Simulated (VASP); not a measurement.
# Ag (Fm-3m) in VASP: a series of runs

Runs on Ag. Level: PBEsol. Tasks: single point.

Everything below comes from runs of VASP 6.6.1. Logs are shortened: lines on timing, memory, paths and dates and some standing lists are left out, and cuts for length are marked.

## 1. The cell of the first run

Symmetry: Fm-3m, No. 225, cubic system. The conventional cell has a = 4.054 Å, b = 4.054 Å, c = 4.054 Å, α = 90.00°, β = 90.00°, γ = 90.00°. Ag (site symmetry m-3m) has 12 Ag at 2.87 Å within 3.8 Å.

## 2. Single point, PBEsol

Input file INCAR:

```
SYSTEM = Ag
PREC = Accurate
ENCUT = 520
EDIFF = 1E-6
ISMEAR = 0
SIGMA = 0.1
LREAL = .False.
LASPH = .True.
NELM = 100
ALGO = Fast
ISIF = 2
LWAVE = .False.
LCHARG = .True.
GGA = PS
LELF = .True.
LVHAR = .True.
NBANDS = 12
```

Input file KPOINTS:

```
regular mesh
0
Gamma
  18 18 18
  0 0 0
```

Input file POSCAR:

```
Ag
1.0
    0.0000000000      2.0272180714      2.0272180714
    2.0272180714      0.0000000000      2.0272180714
    2.0272180714      2.0272180714      0.0000000000
Ag
1
Direct
    0.0000000000      0.0000000000      0.0000000000
```

Potentials or basis: VASP PAW PBE potentials, release 64 (Ag).

Command:

```console
$ cat potpaw_PBE.64/Ag/POTCAR > POTCAR
$ mpirun -np 1 vasp_std > vasp.out
```

OUTCAR:

```text
SYSTEM = Ag
   PREC = Accurate
   ENCUT = 520
   EDIFF = 1E-6
   ISMEAR = 0
   LREAL = .False.
   LASPH = .True.
   NELM = 100
   ISIF = 2
   GGA = PS

 ion  position               nearest neighbor table
   1  0.000  0.000  0.000-

  LATTYP: Found a face centered cubic cell.
 ALAT       =     4.0544361428

  Lattice vectors:

 A1 = (   0.0000000000,   2.0272180714,   2.0272180714)
 A2 = (   2.0272180714,   0.0000000000,   2.0272180714)
 A3 = (   2.0272180714,   2.0272180714,   0.0000000000)

Analysis of symmetry for initial positions (statically):
=====================================================================
 Subroutine PRICEL returns:
 Original cell was already a primitive cell.

 Routine SETGRP: Setting up the symmetry group for a
 face centered cubic supercell.

 Subroutine GETGRP returns: Found 48 space group operations
 (whereof 48 operations were pure point group operations)
 out of a pool of 48 trial point group operations.

The static configuration has the point symmetry O_h .

Analysis of symmetry for dynamics (positions and initial velocities):
=====================================================================
 Subroutine PRICEL returns:
 Original cell was already a primitive cell.

 Routine SETGRP: Setting up the symmetry group for a
 face centered cubic supercell.

 Subroutine GETGRP returns: Found 48 space group operations
 (whereof 48 operations were pure point group operations)
 out of a pool of 48 trial point group operations.

The dynamic configuration has the point symmetry O_h .

 Subroutine INISYM returns: Found 48 space group operations
 (whereof 48 operations are pure point group operations),
 and found     1 'primitive' translations

----------------------------------------------------------------------------------------

                                     Primitive cell

  volume of cell :      16.6622

  direct lattice vectors                    reciprocal lattice vectors
     0.000000000  2.027218071  2.027218071    -0.246643421  0.246643421  0.246643421
     2.027218071  0.000000000  2.027218071     0.246643421 -0.246643421  0.246643421
     2.027218071  2.027218071  0.000000000     0.246643421  0.246643421 -0.246643421

  length of vectors
     2.866919290  2.866919290  2.866919290     0.427198936  0.427198936  0.427198936

  position of ions in fractional coordinates (direct lattice)
     0.000000000  0.000000000  0.000000000

  ion indices of the primitive-cell ions
   primitive index   ion index
                 1           1

----------------------------------------------------------------------------------------

 KPOINTS: regular mesh

Automatic generation of k-mesh.
 Grid dimensions read from file:
 generate k-points for:   18   18   18

 Generating k-lattice:

  Cartesian coordinates                     Fractional coordinates (reciprocal lattice)
    -0.013702412  0.013702412  0.013702412     0.055555556  0.000000000  0.000000000
     0.013702412 -0.013702412  0.013702412     0.000000000  0.055555556  0.000000000
     0.013702412  0.013702412 -0.013702412     0.000000000  0.000000000  0.055555556

  Length of vectors
     0.023733274  0.023733274  0.023733274

  Shift w.r.t. Gamma in fractional coordinates (k-lattice)
     0.000000000  0.000000000  0.000000000

 Subroutine IBZKPT returns following result:
 ===========================================

 Found    195 irreducible k-points:

 Following reciprocal coordinates:
            Coordinates               Weight
  0.000000  0.000000  0.000000      1.000000
  0.055556  0.000000  0.000000      8.000000
  0.111111  0.000000  0.000000      8.000000
  0.166667  0.000000  0.000000      8.000000
  0.222222  0.000000  0.000000      8.000000
  0.277778  0.000000  0.000000      8.000000
[... 16 lines left out ...]
 -0.277778  0.055556  0.000000     24.000000
 -0.222222  0.055556  0.000000     24.000000
 [... further k-points ...]
   k-points           NKPTS =    195   k-points in BZ     NKDIM =    195   number of bands    NBANDS=     12
   number of dos      NEDOS =    301   number of ions     NIONS =      1
   total plane-waves  NPLWV =  13824
   dimension x,y,z NGX =    24 NGY =   24 NGZ =   24
   dimension x,y,z NGXF=    48 NGYF=   48 NGZF=   48
   ions per type =               1
   NGX,Y,Z   is equivalent  to a cutoff of  13.92, 13.92, 13.92 a.u.
   NGXF,Y,Z  is equivalent  to a cutoff of  27.83, 27.83, 27.83 a.u.
 SYSTEM =  Ag
   PREC   = accura    normal or accurate (medium, high low for compatibility)
   ISTART =      0    job   : 0-new  1-cont  2-samecut
   ICHARG =      2    charge: 1-file 2-atom 10-const
   ISPIN  =      1    spin polarized calculation?
   LNONCOLLINEAR =      F non collinear calculations
   LSORBIT =      F    spin-orbit coupling
   LASPH  =      T    aspherical Exc in radial PAW
   ENCUT  =  520.0 eV  38.22 Ry    6.18 a.u.   5.33  5.33  5.33*2*pi/ulx,y,z
   NELM   =    100;   NELMIN=  2; NELMDL= -5     # of ELM steps
   EDIFF  = 0.1E-05   stopping-criterion for ELM
   LREAL  =      F    real-space projection
   EDIFFG = 0.1E-04   stopping-criterion for IOM
   NSW    =      0    number of steps for IOM
   IBRION =     -1    ionic relax: 0-MD 1-quasi-New 2-CG
   NFREE  =      0    steps in history (QN), initial steepest desc. (CG)
   ISIF   =      2    stress and relaxation
   ISYM   =      2    0-nonsym 1-usesym 2-fastsym
   POTIM  = 0.5000    time-step for ionic-motion
   TEBEG  =    0.0;   TEEND  =   0.0 temperature during run
   PSTRESS=    0.0 pullay stress
   NELECT =      11.0000    total number of electrons
   NUPDOWN=      -1.0000    fix difference up-down
   EMIN   =  10.00;   EMAX   =-10.00  energy-range for DOS
   EFERMI =   0.00;   METHOD = LEGACY
   ISMEAR =     0;   SIGMA  =   0.10  broadening in eV -4-tet -1-fermi 0-gaus
   EFERMI_NEDOS =   21; number of points for ismear=-14 and -15
   IALGO  =     68    algorithm
   IMIX   =      4    mixing-type and parameters
     AMIX     =   0.40;   BMIX     =  1.00
     AMIX_MAG =   1.60;   BMIX_MAG =  1.00
  volume/ion in A,a.u.               =      16.66       112.44
  Fermi-wavevector in a.u.,A,eV,Ry     =   1.425483  2.693772 27.647048  2.032001
  Thomas-Fermi vector in A             =   2.545862
   LORBIT       =      0    0 simple, 1 ext, 2 COOP (PROOUT), +10 PAW based schemes
   GGA     = PS    functional components
   LHFCALC =     F    Hartree Fock is set to
   AEXX    =    0.0000 exact exchange contribution
   IVDW    =     0    specifies the selected vdW correction
   LEPSILON=     F    determine dielectric tensor
   LRPA    =     F    only Hartree local field effects (RPA)
 non-spin polarized calculation
 RMM-DIIS sequential band-by-band and
 Gauss-broadening in eV      SIGMA  =   0.10
  energy-cutoff  :      520.00
  volume of cell :       16.66
 maximum number of plane-waves:       464
 NGX is ok and might be reduce to    24
   NGX = 11   NGY = 11   NGZ = 11

 number of electron      11.0000001 magnetization

 Free energy of the ion-electron system (eV)
  ---------------------------------------------------
  ext. energy  EPLUGINS =         0.00000000
  ---------------------------------------------------
  free energy    TOTEN  =        -3.31213151 eV

  energy without entropy =       -3.31116184  energy(sigma->0) =       -3.31164667

 E-fermi :   8.5064     XC(G=0): -12.5499

 val. band max:        8.4628112204   @ k =   0.5000   0.1667   0.0556
 cond. band min:       8.6533482498   @ k =   0.5000   0.3333   0.1111
 fundamental gap:      0.1905370293
 Fermi energy:         8.5064283434

 k-point     1 :       0.0000    0.0000    0.0000
  band No.  band energies     occupation
      1       0.5530      2.00000
      2       3.7008      2.00000
      3       3.7008      2.00000
      4       3.7008      2.00000
      5       4.7913      2.00000
      6       4.7913      2.00000
      7      24.5890      0.00000
      8      28.2981      0.00000
      9      28.2981      0.00000
     10      28.2981      0.00000
     11      33.1761      0.00000
     12      34.4560      0.00000

 k-point     2 :       0.0556    0.0000    0.0000
  band No.  band energies     occupation
      1       0.6517      2.00000
      2       3.6767      2.00000
      3       3.7291      2.00000
      4       3.7291      2.00000
      5       4.7801      2.00000
      6       4.7801      2.00000
      7      24.6200      0.00000
      8      27.4579      0.00000
      9      28.3468      0.00000
     10      28.3468      0.00000
     11      33.3424      0.00000
     12      34.3264      0.00000

 k-point     3 :       0.1111    0.0000    0.0000
  band No.  band energies     occupation
      1       0.9370      2.00000
      2       3.6195      2.00000
      3       3.8025      2.00000
      4       3.8025      2.00000
      5       4.7579      2.00000
      6       4.7579      2.00000
      7      24.4318      0.00000
      8      26.0142      0.00000
      9      28.4689      0.00000
     10      28.4689      0.00000
     11      32.4917      0.00000
     12      33.8822      0.00000
[... 286 lines left out ...]
 k-point    23 :      -0.2778    0.0556    0.0000
  band No.  band energies     occupation
      1       2.1898      2.00000
      2       3.8369      2.00000
      3       3.9040      2.00000
      4       4.2899      2.00000
      5       4.9376      2.00000
      6       5.4385      2.00000
      7      18.1036      0.00000
      8      24.5626      0.00000
      9      26.8389      0.00000
     10      29.3394      0.00000
     11      31.0233      0.00000
     12      31.2737      0.00000

 k-point    24 :      -0.2222    0.0556    0.0000
  band No.  band energies     occupation
      1       2.0147      2.00000
      2       3.6843      2.00000
      3       3.9574      2.00000
      4       3.9669      2.00000
      5       4.7376      2.00000
      6       5.1165      2.00000
      7      20.2617      0.00000
      8      24.8843      0.00000
      9      27.3841      0.00000
     10      30.0295      0.00000
     11      30.4997      0.00000
     12      31.5471      0.00000

 [... further k-points ...]

------------------------ aborting loop because EDIFF is reached ----------------------------------------

  FORCE on cell =-STRESS in cart. coord.  units (eV):
  Direction    XX          YY          ZZ          XY          YZ          ZX
  --------------------------------------------------------------------------------------
  -------------------------------------------------------------------------------------
  Total       -0.0122181     -0.0122181     -0.0122181      0.0000000      0.0000000     -0.0000000
  in kB       -1.1748487     -1.1748487     -1.1748487      0.0000000      0.0000000     -0.0000000
  external PRESSURE =      -1.1748487 kB  Pullay stress =       0.0000000 kB

 VOLUME and BASIS-vectors are now :
 -----------------------------------------------------------------------------
  energy-cutoff  :      520.00
  volume of cell :       16.66
      direct lattice vectors                 reciprocal lattice vectors
     0.000000000  2.027218071  2.027218071    -0.246643421  0.246643421  0.246643421
     2.027218071  0.000000000  2.027218071     0.246643421 -0.246643421  0.246643421
     2.027218071  2.027218071  0.000000000     0.246643421  0.246643421 -0.246643421

 POSITION                                       TOTAL-FORCE (eV/Angst)
 -----------------------------------------------------------------------------------
      0.00000      0.00000      0.00000         0.000000     -0.000000      0.000000
 -----------------------------------------------------------------------------------
    total drift:                               -0.000000      0.000000     -0.000000

  FREE ENERGIE OF THE ION-ELECTRON SYSTEM (eV)
  ---------------------------------------------------
  free  energy   TOTEN  =        -3.3121315072 eV

  energy  without entropy=       -3.3111618373  energy(sigma->0) =       -3.31164667
```

It took 40 s on 1 thread of Intel Xeon 8259CL, shared host; peak memory 0.17 GiB.

Results:

```
Free energy : -3.3121 eV
Pressure    : -0.1 GPa
```

Levels at points of the mesh, in eV from the Fermi level:
```tsv
k point	band 3	band 4	band 5	band 6	band 7	band 8	band 9	band 10
(0.00, 0.00, 0.00)	-4.81	-4.81	-3.72	-3.72	16.08	19.79	19.79	19.79
(0.50, 0.00, 0.00)	-4.83	-2.88	-2.88	-0.47	3.76	15.32	18.10	18.10
(0.50, 0.50, 0.00)	-2.91	-2.67	-2.67	1.57	6.95	10.77	10.77	17.49
```

Caveat: the PAW data sets were made with another functional, which shifts forces and pressure a little.

## 3. Single point, PBEsol

INCAR is that of step 2.

KPOINTS is that of step 2.

Input file POSCAR:

```
Ag
1.0
    0.0000000000      2.0272180935      2.0272180935
    2.0272180935      0.0000000000      2.0272180935
    2.0272180935      2.0272180935      0.0000000000
Ag
1
Direct
    0.0000000000      0.0000000000      0.0000000000
```

Potentials or basis: VASP PAW PBE potentials, release 64 (Ag).

Command:

```console
$ cat potpaw_PBE.64/Ag/POTCAR > POTCAR
$ mpirun -np 1 vasp_std > vasp.out
```

Run time: 85 s. Hardware: 1 thread of AMD EPYC 7R13, shared host; peak memory 0.14 GiB.

The run converged. Its results:

- Free energy: -3.3121 eV
- Pressure: -0.1 GPa

Levels at points of the mesh, in eV from the Fermi level:
```csv
k point,band 3,band 4,band 5,band 6,band 7,band 8,band 9,band 10
"(0.00, 0.00, 0.00)",-4.81,-4.81,-3.72,-3.72,16.08,19.79,19.79,19.79
"(0.50, 0.00, 0.00)",-4.83,-2.88,-2.88,-0.47,3.76,15.32,18.10,18.10
"(0.50, 0.50, 0.00)",-2.91,-2.67,-2.67,1.57,6.95,10.77,10.77,17.49
```

Caveat: the PAW data sets were made with another functional, which shifts forces and pressure a little.
